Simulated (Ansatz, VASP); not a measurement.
Two plane-wave programs on FeCo

The input POSCAR:

```
FeCo
1.0
    2.8570000000      0.0000000000      0.0000000000
    0.0000000000      2.8570000000      0.0000000000
    0.0000000000      0.0000000000      2.8570000000
Fe Co
1 1
Direct
    0.5000000000      0.5000000000      0.5000000000
    0.0000000000      0.0000000000      0.0000000000
```

Contents of INCAR.step1:

```
PREC = Accurate
ENCUT = 580
ISMEAR = -1
SIGMA = 0.05
LREAL = F
LASPH = T
NELM = 200
ISPIN = 2
MAGMOM = 3 2
LMAXMIX = 4
NBANDS = 20
GGA = PE
ALGO = Normal
EDIFF = 1E-5
LWAVE = T
LCHARG = F
GGA_COMPAT = F
```

INCAR.step2

```
PREC = Accurate
ENCUT = 580
EDIFF = 1E-8
ISMEAR = -1
SIGMA = 0.05
LREAL = F
LASPH = T
NELM = 200
ALGO = Normal
ISIF = 2
LWAVE = F
LCHARG = F
ISPIN = 2
MAGMOM = 3 2
LORBIT = 11
LMAXMIX = 4
METAGGA = R2SCAN
LMIXTAU = T
LEFG = T
NBANDS = 20
ISTART = 1
GGA_COMPAT = F
```

File KPOINTS:

```
regular mesh
0
Gamma
  13 13 13
```

Input for Ansatz:

```yaml
crystal:
  lattice:
    - [2.857, 0.0, 0.0]
    - [0.0, 2.857, 0.0]
    - [0.0, 0.0, 2.857]
  atoms:
    - { symbol: Fe, position: [0.5, 0.5, 0.5], spin: 3.0 }
    - { symbol: Co, position: [0.0, 0.0, 0.0], spin: 2.0 }
magnetization:
  spin_polarized: true
kpoints:
  mp_grid: { grid: [13, 13, 13] }
  band_path:
    path:
      - [0.0, 0.0, 0.0]
      - [0.0, 0.5, 0.0]
      - [0.5, 0.5, 0.0]
      - [0.0, 0.0, 0.0]
      - [0.5, 0.5, 0.5]
      - [0.0, 0.5, 0.0]
      - [0.5, 0.5, 0.5]
      - [0.5, 0.5, 0.0]
    npoints: 5
scf:
  occupations: { method: fermi_dirac, width: 0.05 }
hamiltonian:
  xc: r2scan
  pseudopotentials: { kind: paw }
output:
  forces: true
  stress: true
  eigenvalues: true
  efg: { contact_densities: true }
```

Alike in both runs: task electric field gradients; functional r2SCAN; k mesh 13 × 13 × 13; occupations fermi-dirac, width 0.05 eV; collinear spin.

|  | VASP | Ansatz |
| --- | --- | --- |
| version | VASP 6.6.1 | Ansatz 0.2.0 |
| potentials or method | VASP PAW PBE potentials, release 64 (Fe, Co) | PAW with Ansatz's default frozen-core files, scalar-relativistic |
| plane-wave cutoff (eV) | 580 | 500 |
| valence electrons in the cell | 17 | 33 |

Ansatz gave:

| Item | Value |
| --- | --- |
| pressure (GPa) | -3.7 |
| net moment per atom (μB) | 2.43 |
| size of the moment on the site where the two differ most (μB) | 1.97 |

Q: What did VASP give for the same quantities?

A: Pressure (GPa): -4.1; net moment per atom (μB): 2.42; size of the moment on the site where the two differ most (μB): 1.89.

VASP's potentials were made for PBE, not for r2SCAN. Site moments also hang on the region over which each program counts them. VASP's potentials hold 17 valence electrons a cell and Ansatz's 33, so a difference there can come from the potentials and not from the codes. Ansatz's warnings: stability check not made.
